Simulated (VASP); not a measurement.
# ZrGaAs (P4_2/mmc) in VASP: notebook

ZrGaAs is run at these levels: PBE; tasks: single point.

Program: VASP 6.6.1. These are calculated values, not measurements. Logs are shortened: lines on timing, memory, paths and dates and some standing lists are left out, and cuts for length are marked.

### 1 The cell of the first run

The structure is tetragonal, space group P4_2/mmc (No. 131). The conventional cell has a = 4.010 Å, b = 4.010 Å, c = 7.679 Å, α = 90.00°, β = 90.00°, γ = 90.00°. Within 4.1 Å of Zr (site symmetry -4m2) lie 4 As at 2.78 Å and 4 Ga at 2.84 Å and 6 Zr at 3.84 to 4.01 Å. Ga (site symmetry -4m2) has 4 As at 2.78 Å and 4 Zr at 2.84 Å and 6 Ga at 3.84 to 4.01 Å within 4.1 Å. Within 3.7 Å of As (site symmetry mmm) lie 4 Zr at 2.78 Å and 4 Ga at 2.78 Å.

### 2 Single point, PBE

INCAR reads:

```
  PREC = Accurate
  ENCUT = 520
  EDIFF = 1E-6
  ISMEAR = 0
  SIGMA = 0.1
  LREAL = F
  LASPH = T
  NELM = 100
  ALGO = Fast
  ISIF = 2
  LWAVE = F
  LCHARG = F
  GGA = PE
  NBANDS = 39
```

KPOINTS reads:

```
Automatic mesh
0
Gamma
  10 10 6
```

POSCAR reads:

```
ZrGaAs
1.0
    4.0098849980      0.0000000000      0.0000000000
    0.0000000000      4.0098849980      0.0000000000
    0.0000000000      0.0000000000      7.6794394809
Zr Ga As
2 2 2
Direct
    0.0000000000      0.0000000000      0.7500000000
    0.0000000000      0.0000000000      0.2500000000
    0.5000000000      0.5000000000      0.2500000000
    0.5000000000      0.5000000000      0.7500000000
    0.0000000000      0.5000000000      0.0000000000
    0.5000000000      0.0000000000      0.5000000000
```

Potentials or basis: VASP PAW PBE potentials, release 64 (Zr_sv, Ga_d, As).

Command:

```bash
> cat potpaw_PBE.64/Zr_sv/POTCAR potpaw_PBE.64/Ga_d/POTCAR potpaw_PBE.64/As/POTCAR > POTCAR
> mpirun -np 1 vasp_std > vasp.out
```

OUTCAR:

```text
PREC = Accurate
   ENCUT = 520
   EDIFF = 1E-6
   ISMEAR = 0
   LREAL = F
   LASPH = T
   NELM = 100
   ISIF = 2
   GGA = PE

 ion  position               nearest neighbor table
   1  0.000  0.000  0.750-   5 2.78   6 2.78   5 2.78   6 2.78   4 2.84   4 2.84   4 2.84   4 2.84
                             2 3.84   2 3.84
   2  0.000  0.000  0.250-   5 2.78   6 2.78   5 2.78   6 2.78   3 2.84   3 2.84   3 2.84   3 2.84
                             1 3.84   1 3.84
   3  0.500  0.500  0.250-   5 2.78   6 2.78   6 2.78   5 2.78   2 2.84   2 2.84   2 2.84   2 2.84

   4  0.500  0.500  0.750-   5 2.78   6 2.78   6 2.78   5 2.78   1 2.84   1 2.84   1 2.84   1 2.84

   5  0.000  0.500  0.000-   1 2.78   2 2.78   3 2.78   4 2.78   1 2.78   2 2.78   3 2.78   4 2.78

   6  0.500  0.000  0.500-   1 2.78   2 2.78   3 2.78   4 2.78   3 2.78   4 2.78   1 2.78   2 2.78

  LATTYP: Found a simple tetragonal cell.
 ALAT       =     4.0098849980
 C/A-ratio  =     1.9151271133

  Lattice vectors:

 A1 = (   4.0098849980,   0.0000000000,   0.0000000000)
 A2 = (   0.0000000000,   4.0098849980,   0.0000000000)
 A3 = (   0.0000000000,   0.0000000000,   7.6794394809)

Analysis of symmetry for initial positions (statically):
=====================================================================
 Subroutine PRICEL returns:
 Original cell was already a primitive cell.

 Routine SETGRP: Setting up the symmetry group for a
 simple tetragonal supercell.

 Subroutine GETGRP returns: Found 16 space group operations
 (whereof  8 operations were pure point group operations)
 out of a pool of 16 trial point group operations.

The static configuration has the point symmetry D_2h.
 The point group associated with its full space group is D_4h.

Analysis of symmetry for dynamics (positions and initial velocities):
=====================================================================
 Subroutine PRICEL returns:
 Original cell was already a primitive cell.

 Routine SETGRP: Setting up the symmetry group for a
 simple tetragonal supercell.

 Subroutine GETGRP returns: Found 16 space group operations
 (whereof  8 operations were pure point group operations)
 out of a pool of 16 trial point group operations.

The dynamic configuration has the point symmetry D_2h.
 The point group associated with its full space group is D_4h.

 Subroutine INISYM returns: Found 16 space group operations
 (whereof  8 operations are pure point group operations),
 and found     1 'primitive' translations

----------------------------------------------------------------------------------------

                                     Primitive cell

  volume of cell :     123.4791

  direct lattice vectors                    reciprocal lattice vectors
     4.009884998  0.000000000  0.000000000     0.249383711  0.000000000  0.000000000
     0.000000000  4.009884998  0.000000000     0.000000000  0.249383711  0.000000000
     0.000000000  0.000000000  7.679439481     0.000000000  0.000000000  0.130217837

  length of vectors
     4.009884998  4.009884998  7.679439481     0.249383711  0.249383711  0.130217837

  position of ions in fractional coordinates (direct lattice)
     0.000000000  0.000000000  0.750000000
     0.000000000  0.000000000  0.250000000
     0.500000000  0.500000000  0.250000000
     0.500000000  0.500000000  0.750000000
     0.000000000  0.500000000  0.000000000
     0.500000000  0.000000000  0.500000000

  ion indices of the primitive-cell ions
   primitive index   ion index
                 1           1
                 2           2
                 3           3
                 4           4
                 5           5
                 6           6

----------------------------------------------------------------------------------------

 KPOINTS: Automatic mesh

Automatic generation of k-mesh.
 Grid dimensions read from file:
 generate k-points for:   10   10    6

 Generating k-lattice:

  Cartesian coordinates                     Fractional coordinates (reciprocal lattice)
     0.024938371  0.000000000  0.000000000     0.100000000  0.000000000  0.000000000
     0.000000000  0.024938371  0.000000000     0.000000000  0.100000000  0.000000000
     0.000000000  0.000000000  0.021702973     0.000000000  0.000000000  0.166666667

  Length of vectors
     0.024938371  0.024938371  0.021702973

  Shift w.r.t. Gamma in fractional coordinates (k-lattice)
     0.000000000  0.000000000  0.000000000

 Subroutine IBZKPT returns following result:
 ===========================================

 Found     84 irreducible k-points:

 Following reciprocal coordinates:
            Coordinates               Weight
  0.000000  0.000000  0.000000      1.000000
  0.100000  0.000000  0.000000      4.000000
  0.200000  0.000000  0.000000      4.000000
  0.300000  0.000000  0.000000      4.000000
  0.400000  0.000000  0.000000      4.000000
  0.500000  0.000000  0.000000      2.000000
[... 16 lines left out ...]
  0.100000  0.000000  0.166667      8.000000
  0.200000  0.000000  0.166667      8.000000
 [... further k-points ...]
   k-points           NKPTS =     84   k-points in BZ     NKDIM =     84   number of bands    NBANDS=     39
   number of dos      NEDOS =    301   number of ions     NIONS =      6
   total plane-waves  NPLWV =  54000
   dimension x,y,z NGX =    30 NGY =   30 NGZ =   60
   dimension x,y,z NGXF=    60 NGYF=   60 NGZF=  120
   ions per type =               2   2   2
   NGX,Y,Z   is equivalent  to a cutoff of  12.44, 12.44, 12.99 a.u.
   NGXF,Y,Z  is equivalent  to a cutoff of  24.88, 24.88, 25.98 a.u.
 SYSTEM =  unknown system
   PREC   = accura    normal or accurate (medium, high low for compatibility)
   ISTART =      0    job   : 0-new  1-cont  2-samecut
   ICHARG =      2    charge: 1-file 2-atom 10-const
   ISPIN  =      1    spin polarized calculation?
   LNONCOLLINEAR =      F non collinear calculations
   LSORBIT =      F    spin-orbit coupling
   LASPH  =      T    aspherical Exc in radial PAW
   ENCUT  =  520.0 eV  38.22 Ry    6.18 a.u.   7.46  7.46 14.28*2*pi/ulx,y,z
   NELM   =    100;   NELMIN=  2; NELMDL= -5     # of ELM steps
   EDIFF  = 0.1E-05   stopping-criterion for ELM
   LREAL  =      F    real-space projection
   EDIFFG = 0.1E-04   stopping-criterion for IOM
   NSW    =      0    number of steps for IOM
   IBRION =     -1    ionic relax: 0-MD 1-quasi-New 2-CG
   NFREE  =      0    steps in history (QN), initial steepest desc. (CG)
   ISIF   =      2    stress and relaxation
   ISYM   =      2    0-nonsym 1-usesym 2-fastsym
   POTIM  = 0.5000    time-step for ionic-motion
   TEBEG  =    0.0;   TEEND  =   0.0 temperature during run
   PSTRESS=    0.0 pullay stress
   NELECT =      60.0000    total number of electrons
   NUPDOWN=      -1.0000    fix difference up-down
   EMIN   =  10.00;   EMAX   =-10.00  energy-range for DOS
   EFERMI =   0.00;   METHOD = LEGACY
   ISMEAR =     0;   SIGMA  =   0.10  broadening in eV -4-tet -1-fermi 0-gaus
   EFERMI_NEDOS =   21; number of points for ismear=-14 and -15
   IALGO  =     68    algorithm
   IMIX   =      4    mixing-type and parameters
     AMIX     =   0.40;   BMIX     =  1.00
     AMIX_MAG =   1.60;   BMIX_MAG =  1.00
  volume/ion in A,a.u.               =      20.58       138.88
  Fermi-wavevector in a.u.,A,eV,Ry     =   1.287046  2.432165 22.537886  1.656488
  Thomas-Fermi vector in A             =   2.419084
   LORBIT       =      0    0 simple, 1 ext, 2 COOP (PROOUT), +10 PAW based schemes
   GGA     = PE    functional components
   LHFCALC =     F    Hartree Fock is set to
   AEXX    =    0.0000 exact exchange contribution
   IVDW    =     0    specifies the selected vdW correction
   LEPSILON=     F    determine dielectric tensor
   LRPA    =     F    only Hartree local field effects (RPA)
 non-spin polarized calculation
 RMM-DIIS sequential band-by-band and
 Gauss-broadening in eV      SIGMA  =   0.10
  energy-cutoff  :      520.00
  volume of cell :      123.48
 maximum number of plane-waves:      3361
 NGX is ok and might be reduce to    30
   NGX = 15   NGY = 15   NGZ = 29

 number of electron      60.0000029 magnetization

 Free energy of the ion-electron system (eV)
  ---------------------------------------------------
  ext. energy  EPLUGINS =         0.00000000
  ---------------------------------------------------
  free energy    TOTEN  =       -34.96391133 eV

  energy without entropy =      -34.94656969  energy(sigma->0) =      -34.95524051

 E-fermi :   7.1730     XC(G=0): -10.7293

 val. band max:        7.1727152731   @ k =   0.4000   0.4000   0.0000
 cond. band min:       7.2040544856   @ k =   0.5000   0.4000   0.1667
 fundamental gap:      0.0313392125
 Fermi energy:         7.1730405384

 k-point     1 :       0.0000    0.0000    0.0000
  band No.  band energies     occupation
      1     -42.1858      2.00000
      2     -42.1808      2.00000
      3     -20.3700      2.00000
      4     -20.2584      2.00000
      5     -20.2277      2.00000
      6     -20.2277      2.00000
[... 31 lines left out ...]
     38       9.8777      0.00000
     39      10.7956      0.00000

 k-point     2 :       0.1000    0.0000    0.0000
  band No.  band energies     occupation
      1     -42.1855      2.00000
      2     -42.1805      2.00000
      3     -20.3688      2.00000
      4     -20.2577      2.00000
      5     -20.2357      2.00000
      6     -20.2275      2.00000
[... 31 lines left out ...]
     38       9.8538      0.00000
     39      11.0811      0.00000

 k-point     3 :       0.2000    0.0000    0.0000
  band No.  band energies     occupation
      1     -42.1848      2.00000
      2     -42.1797      2.00000
      3     -20.3658      2.00000
      4     -20.2567      2.00000
      5     -20.2563      2.00000
      6     -20.2405      2.00000
[... 832 lines left out ...]
 k-point    23 :       0.1000    0.0000    0.1667
  band No.  band energies     occupation
      1     -42.1852      2.00000
      2     -42.1809      2.00000
      3     -20.3615      2.00000
      4     -20.2652      2.00000
      5     -20.2349      2.00000
      6     -20.2267      2.00000
[... 31 lines left out ...]
     38      10.2229      0.00000
     39      11.0579      0.00000

 k-point    24 :       0.2000    0.0000    0.1667
  band No.  band energies     occupation
      1     -42.1844      2.00000
      2     -42.1801      2.00000
      3     -20.3585      2.00000
      4     -20.2636      2.00000
      5     -20.2557      2.00000
      6     -20.2417      2.00000
[... 31 lines left out ...]
     38      10.6204      0.00000
     39      10.8340      0.00000

 [... further k-points ...]

------------------------ aborting loop because EDIFF is reached ----------------------------------------

  FORCE on cell =-STRESS in cart. coord.  units (eV):
  Direction    XX          YY          ZZ          XY          YZ          ZX
  --------------------------------------------------------------------------------------
  -------------------------------------------------------------------------------------
  Total        0.1330852      0.1330852      0.1590890     -0.0000000      0.0000000      0.0000000
  in kB        1.7268194      1.7268194      2.0642266     -0.0000000      0.0000000      0.0000000
  external PRESSURE =       1.8392885 kB  Pullay stress =       0.0000000 kB

 VOLUME and BASIS-vectors are now :
 -----------------------------------------------------------------------------
  energy-cutoff  :      520.00
  volume of cell :      123.48
      direct lattice vectors                 reciprocal lattice vectors
     4.009884998  0.000000000  0.000000000     0.249383711  0.000000000  0.000000000
     0.000000000  4.009884998  0.000000000     0.000000000  0.249383711  0.000000000
     0.000000000  0.000000000  7.679439481     0.000000000  0.000000000  0.130217837

 POSITION                                       TOTAL-FORCE (eV/Angst)
 -----------------------------------------------------------------------------------
      0.00000      0.00000      5.75958         0.000000     -0.000000     -0.000000
      0.00000      0.00000      1.91986        -0.000000      0.000000     -0.000000
      2.00494      2.00494      1.91986        -0.000000      0.000000      0.000000
      2.00494      2.00494      5.75958        -0.000000      0.000000      0.000000
      0.00000      2.00494      0.00000        -0.000000      0.000000     -0.000000
      2.00494      0.00000      3.83972        -0.000000      0.000000     -0.000000
 -----------------------------------------------------------------------------------
    total drift:                                0.000000      0.000000      0.000000

  FREE ENERGIE OF THE ION-ELECTRON SYSTEM (eV)
  ---------------------------------------------------
  free  energy   TOTEN  =       -34.9639113296 eV

  energy  without entropy=      -34.9465696895  energy(sigma->0) =      -34.95524051
```

Wall time 9.5 min (1 thread of Intel Xeon 6975P-C (Granite Rapids), shared host); peak memory 0.48 GiB.

Results:

* Free energy: -34.9639 eV
* Pressure: 0.2 GPa
* Band gap on the k mesh: zero (bands 30 and 31 overlap by 1.12 eV)

### 3 Single point, PBE

This run uses another cell than the first one, of 19.70 Å³/atom.

INCAR reads:

```
SYSTEM = ZrGaAs
  PREC = Accurate
  ENCUT = 520
  EDIFF = 1E-6
  ISMEAR = 0
  SIGMA = 0.1
  LREAL = .FALSE.
  LASPH = .TRUE.
  NELM = 100
  ALGO = Fast
  ISIF = 2
  LWAVE = .FALSE.
  LCHARG = .FALSE.
  GGA = PE
  NBANDS = 39
```

KPOINTS reads:

```
Automatic mesh
0
G
  4 4 4
  0 0 0
```

POSCAR, as its differences from that of step 2:

```diff
@@ -2,5 +2,5 @@
 1.0
-    4.0098849980      0.0000000000      0.0000000000
-    0.0000000000      4.0098849980      0.0000000000
-    0.0000000000      0.0000000000      7.6794394809
+    4.3723391900      0.0000000000      0.0000000000
+    0.0000000000      4.3723391900      0.0000000000
+    0.0000000000      0.0000000000      6.1834213800
 Zr Ga As
```

Potentials or basis: VASP PAW PBE potentials, release 64 (Zr_sv, Ga_d, As).

Command:

```bash
> cat potpaw_PBE.64/Zr_sv/POTCAR potpaw_PBE.64/Ga_d/POTCAR potpaw_PBE.64/As/POTCAR > POTCAR
> mpirun -np 1 vasp_std > vasp.out
```

Wall time 2.1 min (1 thread of Intel Xeon 6975P-C (Granite Rapids), shared host); peak memory 0.28 GiB.

The run converged. Its results:

- Free energy: -33.5024 eV
- Pressure: 7.3 GPa
- Band gap on the k mesh: zero (bands 30 and 31 overlap by 0.30 eV)

Stress tensor (GPa, compression positive):
```
 2.04  0.00  0.00
 0.00  2.04  0.00
 0.00  0.00 17.90
```

Levels at points of the mesh, in eV from the Fermi level:
```
           k point  band 28  band 29  band 30  band 31  band 32  band 33
(0.00, 0.00, 0.00)    -2.69    -1.54    -0.14     0.85     1.19     1.19
(0.50, 0.00, 0.00)    -1.78    -1.25    -0.79     0.04     0.33     0.86
(0.50, 0.50, 0.00)    -2.57    -2.57    -0.31     1.17     1.24     1.71
(0.00, 0.00, 0.50)    -1.46    -1.04    -1.04     0.30     0.30     0.82
(0.50, 0.00, 0.50)    -2.08    -0.98     0.12     0.49     0.54     0.81
(0.50, 0.50, 0.50)    -1.52    -0.67    -0.67     0.29     0.29     0.73
```

Caveat: the cell stands under pressure.
